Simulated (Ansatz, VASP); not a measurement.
**One calculation of TiSi3O8, two programs**

INCAR

```
PREC = Accurate
ENCUT = 520
EDIFF = 1E-6
ISMEAR = -1
SIGMA = 0.02
LREAL = False
LASPH = True
NELM = 60
ALGO = Normal
ISIF = 2
LWAVE = False
LCHARG = True
GGA = PE
LELF = True
LVHAR = True
NBANDS = 48
```

File KPOINTS:

```
Automatic mesh
0
Gamma
  8 4 4
```

Contents of POSCAR:

```
TiSi3O8
1.0
    2.8857956992      0.0000000000      0.0000000000
    0.0000000000      6.2617066806      0.0000000000
    0.0000000000      0.0000000000      6.8701664354
Si Ti O
3 1 8
Direct
    0.0000000000      0.7516897082     -0.0387606880
    0.0000000000      0.2483102918     -0.0387606880
    0.5000000000      0.5000000000      0.5145176201
    0.5000000000      0.0000000000      0.5711415312
    0.5000000000      0.7127979922      0.6499712822
    0.5000000000      0.7812294168      0.0719520127
    0.0000000000      0.0000000000      0.4155137171
    0.0000000000      0.0000000000      0.8317960325
    0.5000000000      0.2872020078      0.6499712822
    0.5000000000      0.2187705832      0.0719520127
    0.0000000000      0.5000000000      0.3953575605
    0.0000000000      0.5000000000      0.9053483249
```

Input for Ansatz:

```yaml
crystal:
  lattice:
    - [2.8857956992, 0.0, 0.0]
    - [0.0, 6.2617066806, 0.0]
    - [0.0, 0.0, 6.8701664354]
  atoms:
    - { symbol: Si, position: [0.0, 0.7516897082, -0.038760688] }
    - { symbol: Ti, position: [0.5, 0.0, 0.5711415312] }
    - { symbol: O, position: [0.5, 0.7127979922, 0.6499712822] }
    - { symbol: O, position: [0.5, 0.7812294168, 0.0719520127] }
    - { symbol: O, position: [0.0, 0.0, 0.4155137171] }
    - { symbol: O, position: [0.0, 0.0, 0.8317960325] }
    - { symbol: Si, position: [0.0, 0.2483102918, -0.038760688] }
    - { symbol: Si, position: [0.5, 0.5, 0.5145176201] }
    - { symbol: O, position: [0.5, 0.2872020078, 0.6499712822] }
    - { symbol: O, position: [0.5, 0.2187705832, 0.0719520127] }
    - { symbol: O, position: [0.0, 0.5, 0.3953575605] }
    - { symbol: O, position: [0.0, 0.5, 0.9053483249] }
kpoints:
  mp_grid: { grid: [8, 4, 4] }
  band_path:
    path:
      - [[0.0, 0.0, 0.0], [0.5, 0.0, 0.0], [0.5, 0.5, 0.0], [0.0, 0.5, 0.0], [0.0, 0.0, 0.0], [0.0, 0.0, 0.5], [0.5, 0.0, 0.5], [0.5, 0.5, 0.5], [0.0, 0.5, 0.5], [0.0, 0.0, 0.5]]
      - [[0.5, 0.0, 0.0], [0.5, 0.0, 0.5]]
      - [[0.0, 0.5, 0.0], [0.0, 0.5, 0.5]]
      - [[0.5, 0.5, 0.0], [0.5, 0.5, 0.5]]
    npoints: 10
hamiltonian:
  xc: pbe
scf:
  occupations: { method: fermi_dirac, width: 0.02 }
  n_extra_bands: 7
output:
  forces: true
  stress: true
  eigenvalues: true
```

Alike in both runs: task single point; functional PBE; k mesh 8 × 4 × 4; occupations fermi-dirac, width 0.02 eV; no spin polarisation.

```csv
,VASP,Ansatz
version,VASP 6.6.1,Ansatz 0.2.0
potentials or method,"VASP PAW PBE potentials, release 64 (Si, Ti_sv, O)","plane waves, PAW"
plane-wave cutoff (eV),520,420
valence electrons in the cell,72,72
```

```csv
,VASP,Ansatz,Ansatz less VASP
gap on the k mesh at the Fermi level (eV),3.30,3.34,+0.036
pressure (GPa),6.8,6.4,-0.40
rms of the force components (eV/Å),0.186,0.168,-0.0177
```

The functional is the same, so the differences come from potentials, cutoffs and numerics.
